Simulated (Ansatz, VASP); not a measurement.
Al9H: VASP beside Ansatz

```xyz
10
Lattice="2.8543 0.0000 0.0000 -1.4272 9.7033 0.0000 0.0000 0.0000 21.7903" Properties=species:S:1:pos:R:3 pbc="T T T"
Al    1.4272    0.6297    4.0000
Al    1.4272    3.3179    4.9960
Al    0.0000    5.7962    5.1952
Al    1.4272    8.2746    5.3944
Al    0.0003    1.2395    6.4001
Al   -0.0073    3.9228    7.5233
Al    1.4243    6.4014    7.6799
Al   -0.0084    8.8410    7.8611
Al    1.4323    1.7608    8.7903
H     1.6107    2.9737   11.3603
```

Alike in both runs: task single point; functional PBE; k mesh 9 × 3 × 1; occupations gaussian, width 0.1 eV; no spin polarisation.

|  | VASP | Ansatz |
| --- | --- | --- |
| version | VASP 6.6.1 | Ansatz 0.2.0 |
| potentials or method | VASP PAW PBE potentials, release 64 (Al, H), cutoff 520 eV | scalar-relativistic, plane waves, PAW |
| valence electrons in the cell | 28 | 28 |

```csv
,VASP,Ansatz,Ansatz less VASP
gap on the k mesh at the Fermi level (eV),none,none,-
rms of the force components (eV/Å),0.256,0.256,+0.0003
"work function, face that differs most (eV)",4.31,4.31,-0.002
```

Atom by atom the forces differ by 0.001 eV/Å (rms over components). A gap of «none» marks a metal or a gap that the smearing closes.
